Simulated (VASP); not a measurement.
# Si3N in VASP: single point with PBE+D3(BJ)

Aim: the single point of Si3N with PBE+D3(BJ).

Program: VASP 6.6.1. These are calculated values, not measurements. Logs are shortened: lines on timing, memory, paths and dates and some standing lists are left out, and cuts for length are marked.

## 1. The cell of the first run

The cell holds a slab with vacuum, 8 atoms: a = 3.833 Å, b = 5.421 Å, c = 22.488 Å, α = 90.00°, β = 90.00°, γ = 90.00°.

## 2. Single point, PBE+D3(BJ)

The input, INCAR:

```
PREC = Accurate
ENCUT = 910
EDIFF = 1E-6
ISMEAR = 0
SIGMA = 0.05
LREAL = F
LASPH = T
NELM = 120
ALGO = Normal
ISIF = 2
LWAVE = F
LCHARG = T
LDIPOL = T
IDIPOL = 3
DIPOL = 0.5 0.5 0.328
GGA = PE
IVDW = 12
LELF = T
LVHAR = T
LVACPOTAV = T
NBANDS = 27
GGA_COMPAT = F
NELMDL = -8
```

The input, KPOINTS:

```
regular mesh
0
Gamma
  7 5 1
```

The input, POSCAR:

```
Si3N
1.0
    3.8333442755      0.0000000000      0.0000000000
    0.0000000000      5.4211674636      0.0000000000
    0.0000000000      0.0000000000     22.4877586337
Si N
6 2
Direct
    0.5000000000      0.0000000000      0.1778745523
    0.0000000000      0.2500000000      0.1778745523
    0.0000000000      0.5038839981      0.2608672216
    0.5000000000      0.7461160019      0.2608672216
    0.5000000000      0.0086033066      0.3418641564
    0.0000000000      0.2413966934      0.3418641564
    1.0000000000      0.8419366399      0.5063981173
    1.0000000000      0.8419366399      0.5553136192
```

Potentials or basis: VASP PAW PBE potentials, release 64 (Si, N_h).

Launch:

```console
cat potpaw_PBE.64/Si/POTCAR potpaw_PBE.64/N_h/POTCAR > POTCAR
mpirun -np 1 vasp_std > vasp.out
```

OUTCAR:

```text
PREC = Accurate
   ENCUT = 910
   EDIFF = 1E-6
   ISMEAR = 0
   LREAL = F
   LASPH = T
   NELM = 120
   ISIF = 2
   GGA = PE
   IVDW = 12
   NELMDL = -8
 IVDW          = 12

 ion  position               nearest neighbor table
   1  0.500  0.000  0.178-   4 2.32   2 2.35   2 2.35
   2  0.000  0.250  0.178-   3 2.32   1 2.35   1 2.35
   3  0.000  0.504  0.261-   6 2.31   2 2.32   4 2.32   4 2.32
   4  0.500  0.746  0.261-   5 2.31   1 2.32   3 2.32   3 2.32
   5  0.500  0.009  0.342-   6 2.29   6 2.29   4 2.31
   6  0.000  0.241  0.342-   5 2.29   5 2.29   3 2.31
   7  0.000  0.842  0.506-   8 1.10
   8  0.000  0.842  0.555-   7 1.10

  LATTYP: Found a simple orthorhombic cell.
 ALAT       =     3.8333442755
 B/A-ratio  =     1.4142135624
 C/A-ratio  =     5.8663550721

  Lattice vectors:

 A1 = (   3.8333442755,   0.0000000000,   0.0000000000)
 A2 = (   0.0000000000,   5.4211674636,   0.0000000000)
 A3 = (   0.0000000000,   0.0000000000,  22.4877586337)

Analysis of symmetry for initial positions (statically):
=====================================================================
 Subroutine PRICEL returns:
 Original cell was already a primitive cell.

 Routine SETGRP: Setting up the symmetry group for a
 simple orthorhombic supercell.

 Subroutine GETGRP returns: Found  2 space group operations
 (whereof  2 operations were pure point group operations)
 out of a pool of  8 trial point group operations.

The static configuration has the point symmetry C_1h.

Analysis of symmetry for dynamics (positions and initial velocities):
=====================================================================
 Subroutine PRICEL returns:
 Original cell was already a primitive cell.

 Routine SETGRP: Setting up the symmetry group for a
 simple orthorhombic supercell.

 Subroutine GETGRP returns: Found  2 space group operations
 (whereof  2 operations were pure point group operations)
 out of a pool of  8 trial point group operations.

The dynamic configuration has the point symmetry C_1h.

 Subroutine INISYM returns: Found  2 space group operations
 (whereof  2 operations are pure point group operations),
 and found     1 'primitive' translations

----------------------------------------------------------------------------------------

                                     Primitive cell

  volume of cell :     467.3226

  direct lattice vectors                    reciprocal lattice vectors
     3.833344276  0.000000000  0.000000000     0.260868821  0.000000000  0.000000000
     0.000000000  5.421167464  0.000000000     0.000000000  0.184462112  0.000000000
     0.000000000  0.000000000 22.487758634     0.000000000  0.000000000  0.044468638

  length of vectors
     3.833344276  5.421167464 22.487758634     0.260868821  0.184462112  0.044468638

  position of ions in fractional coordinates (direct lattice)
     0.500000000  0.000000000  0.177874552
     0.000000000  0.250000000  0.177874552
     0.000000000  0.503883998  0.260867222
     0.500000000  0.746116002  0.260867222
     0.500000000  0.008603307  0.341864156
     0.000000000  0.241396693  0.341864156
     0.000000000  0.841936640  0.506398117
     0.000000000  0.841936640  0.555313619

  ion indices of the primitive-cell ions
   primitive index   ion index
                 1           1
                 2           2
                 3           3
                 4           4
                 5           5
                 6           6
                 7           7
                 8           8

----------------------------------------------------------------------------------------

 KPOINTS: regular mesh

Automatic generation of k-mesh.
 Grid dimensions read from file:
 generate k-points for:    7    5    1

 Generating k-lattice:

  Cartesian coordinates                     Fractional coordinates (reciprocal lattice)
     0.037266974  0.000000000  0.000000000     0.142857143  0.000000000  0.000000000
     0.000000000  0.036892422  0.000000000     0.000000000  0.200000000  0.000000000
     0.000000000  0.000000000  0.044468638     0.000000000  0.000000000  1.000000000

  Length of vectors
     0.037266974  0.036892422  0.044468638

  Shift w.r.t. Gamma in fractional coordinates (k-lattice)
     0.000000000  0.000000000  0.000000000

 Subroutine IBZKPT returns following result:
 ===========================================

 Found     12 irreducible k-points:

 Following reciprocal coordinates:
            Coordinates               Weight
  0.000000  0.000000  0.000000      1.000000
  0.142857  0.000000  0.000000      2.000000
  0.285714  0.000000  0.000000      2.000000
  0.428571  0.000000  0.000000      2.000000
  0.000000  0.200000  0.000000      2.000000
  0.142857  0.200000  0.000000      4.000000
  0.285714  0.200000  0.000000      4.000000
  0.428571  0.200000  0.000000      4.000000
  0.000000  0.400000  0.000000      2.000000
  0.142857  0.400000  0.000000      4.000000
  0.285714  0.400000  0.000000      4.000000
  0.428571  0.400000  0.000000      4.000000
   k-points           NKPTS =     12   k-points in BZ     NKDIM =     12   number of bands    NBANDS=     27
   number of dos      NEDOS =    301   number of ions     NIONS =      8
   total plane-waves  NPLWV = 483840
   dimension x,y,z NGX =    40 NGY =   54 NGZ =  224
   dimension x,y,z NGXF=    80 NGYF=  108 NGZF=  448
   ions per type =               6   2
   NGX,Y,Z   is equivalent  to a cutoff of  17.35, 16.56, 16.56 a.u.
   NGXF,Y,Z  is equivalent  to a cutoff of  34.69, 33.12, 33.12 a.u.
 SYSTEM =  unknown system
   PREC   = accura    normal or accurate (medium, high low for compatibility)
   ISTART =      0    job   : 0-new  1-cont  2-samecut
   ICHARG =      2    charge: 1-file 2-atom 10-const
   ISPIN  =      1    spin polarized calculation?
   LNONCOLLINEAR =      F non collinear calculations
   LSORBIT =      F    spin-orbit coupling
   LASPH  =      T    aspherical Exc in radial PAW
   ENCUT  =  910.0 eV  66.88 Ry    8.18 a.u.   9.43 13.33 55.31*2*pi/ulx,y,z
   NELM   =    120;   NELMIN=  2; NELMDL= -8     # of ELM steps
   EDIFF  = 0.1E-05   stopping-criterion for ELM
   LREAL  =      F    real-space projection
   EDIFFG = 0.1E-04   stopping-criterion for IOM
   NSW    =      0    number of steps for IOM
   IBRION =     -1    ionic relax: 0-MD 1-quasi-New 2-CG
   NFREE  =      0    steps in history (QN), initial steepest desc. (CG)
   ISIF   =      2    stress and relaxation
   ISYM   =      2    0-nonsym 1-usesym 2-fastsym
   POTIM  = 0.5000    time-step for ionic-motion
   TEBEG  =    0.0;   TEEND  =   0.0 temperature during run
   PSTRESS=    0.0 pullay stress
   NELECT =      34.0000    total number of electrons
   NUPDOWN=      -1.0000    fix difference up-down
   EMIN   =  10.00;   EMAX   =-10.00  energy-range for DOS
   EFERMI =   0.00;   METHOD = LEGACY
   ISMEAR =     0;   SIGMA  =   0.05  broadening in eV -4-tet -1-fermi 0-gaus
   EFERMI_NEDOS =   21; number of points for ismear=-14 and -15
   IALGO  =     38    algorithm
   IMIX   =      4    mixing-type and parameters
     AMIX     =   0.40;   BMIX     =  1.00
     AMIX_MAG =   1.60;   BMIX_MAG =  1.00
  volume/ion in A,a.u.               =      58.42       394.21
  Fermi-wavevector in a.u.,A,eV,Ry     =   0.683432  1.291500  6.355006  0.467080
  Thomas-Fermi vector in A             =   1.762794
   LORBIT       =      0    0 simple, 1 ext, 2 COOP (PROOUT), +10 PAW based schemes
   GGA     = PE    functional components
   LHFCALC =     F    Hartree Fock is set to
   AEXX    =    0.0000 exact exchange contribution
   IVDW    =    12    specifies the selected vdW correction
   LEPSILON=     F    determine dielectric tensor
   LRPA    =     F    only Hartree local field effects (RPA)
 non-spin polarized calculation
 Gauss-broadening in eV      SIGMA  =   0.05
  energy-cutoff  :      910.00
  volume of cell :      467.32
 maximum number of plane-waves:     29191
 NGX is ok and might be reduce to    40
   NGX = 19   NGY = 27   NGZ =111

 number of electron      34.0000000 magnetization

 dipolmoment           0.000000      0.000000     -0.002329 electrons x Angstroem

 Free energy of the ion-electron system (eV)
  ---------------------------------------------------
  ext. energy  EPLUGINS =         0.00000000
  ---------------------------------------------------
  free energy    TOTEN  =       -45.21285940 eV

  energy without entropy =      -45.20626058  energy(sigma->0) =      -45.20955999

 E-fermi :  -1.7056     XC(G=0):  -3.8740

 val. band max:       -1.7256150918   @ k =   0.2857   0.2000   0.0000
 cond. band min:      -1.6901106277   @ k =   0.2857   0.4000   0.0000
 fundamental gap:      0.0355044641
 Fermi energy:        -1.7056356834

 k-point     1 :       0.0000    0.0000    0.0000
  band No.  band energies     occupation
      1     -25.3485      2.00000
      2     -13.1196      2.00000
      3     -11.2684      2.00000
      4     -10.6542      2.00000
      5      -9.8155      2.00000
      6      -8.7809      2.00000
[... 19 lines left out ...]
     26       1.6448      0.00000
     27       2.4516      0.00000

 k-point     2 :       0.1429    0.0000    0.0000
  band No.  band energies     occupation
      1     -25.3452      2.00000
      2     -12.9393      2.00000
      3     -11.0827      2.00000
      4     -10.6395      2.00000
      5      -9.6229      2.00000
      6      -8.8891      2.00000
[... 19 lines left out ...]
     26       2.2556      0.00000
     27       2.6453      0.00000

 k-point     3 :       0.2857    0.0000    0.0000
  band No.  band energies     occupation
      1     -25.3377      2.00000
      2     -12.4070      2.00000
      3     -10.6200      2.00000
      4     -10.5173      2.00000
      5      -9.4413      2.00000
      6      -9.0478      2.00000
[... 234 lines left out ...]
      1     -25.3375      2.00000
      2     -11.7958      2.00000
      3     -11.0780      2.00000
      4     -10.6096      2.00000
      5     -10.3593      2.00000
      6      -8.7689      2.00000
[... 19 lines left out ...]
     26       2.9081      0.00000
     27       3.5498      0.00000

 k-point    12 :       0.4286    0.4000    0.0000
  band No.  band energies     occupation
      1     -25.3314      2.00000
      2     -11.0851      2.00000
      3     -10.6820      2.00000
      4     -10.5824      2.00000
      5      -9.4916      2.00000
      6      -8.8811      2.00000
[... 19 lines left out ...]
     26       2.7357      0.00000
     27       3.2168      0.00000

------------------------ aborting loop because EDIFF is reached ----------------------------------------

 Edisp (eV)   -1.60466

 E8    (eV) :    -0.6825

  FORCE on cell =-STRESS in cart. coord.  units (eV):
  Direction    XX          YY          ZZ          XY          YZ          ZX
  --------------------------------------------------------------------------------------
  -------------------------------------------------------------------------------------
  Total       0.12142     0.15194     0.64421     0.00000     0.01379     0.00000
  in kB       0.41627     0.52092     2.20863     0.00000     0.04726     0.00000
  external pressure =        1.05 kB  Pullay stress =        0.00 kB

 VOLUME and BASIS-vectors are now :
 -----------------------------------------------------------------------------
  energy-cutoff  :      910.00
  volume of cell :      467.32
      direct lattice vectors                 reciprocal lattice vectors
     3.833344276  0.000000000  0.000000000     0.260868821  0.000000000  0.000000000
     0.000000000  5.421167464  0.000000000     0.000000000  0.184462112  0.000000000
     0.000000000  0.000000000 22.487758634     0.000000000  0.000000000  0.044468638

 POSITION                                       TOTAL-FORCE (eV/Angst)
 -----------------------------------------------------------------------------------
      1.91667      0.00000      4.00000         0.000000      0.556041     -0.051386
      0.00000      1.35529      4.00000         0.000000     -0.555263     -0.055503
      0.00000      2.73164      5.86632         0.000000     -0.086105      0.001794
      1.91667      4.04482      5.86632         0.000000      0.078762     -0.001196
      1.91667      0.04664      7.68776         0.000000      0.009153      0.061942
      0.00000      1.30865      7.68776         0.000000     -0.003301      0.074246
      0.00000      4.56428     11.38776         0.000000      0.000230     -0.436636
      0.00000      4.56428     12.48776         0.000000      0.000484      0.406739
 -----------------------------------------------------------------------------------
    total drift:                               -0.000000     -0.000018      0.000216

  FREE ENERGIE OF THE ION-ELECTRON SYSTEM (eV)
  ---------------------------------------------------
  free  energy   TOTEN  =       -46.8175219221 eV

  energy  without entropy=      -46.8109231031  energy(sigma->0) =      -46.81422251

 vacuum level on the upper side and lower side of the slab         3.112         3.133
```

It took 6.8 min on 1 thread of Intel Xeon 6975P-C (Granite Rapids), shared host; peak memory 1 GiB.

Results:

* Free energy: -46.8175 eV
* Largest force: 0.558 eV/Å
* Band gap on the k mesh: zero (bands 17 and 18 overlap by 0.29 eV)
* Dispersion energy per atom: -0.201 eV

Forces on the atoms (eV/Å):
```
Si   0.000  0.556 -0.051
Si   0.000 -0.555 -0.056
Si   0.000 -0.086  0.002
Si   0.000  0.079 -0.001
Si   0.000  0.009  0.062
Si   0.000 -0.003  0.074
N    0.000  0.000 -0.437
N    0.000  0.000  0.407
```

Caveat: the cutoff is under 1.25 times the usual one of these potentials, so pressure, stress and relaxed cells hold a basis-set (Pulay) error.
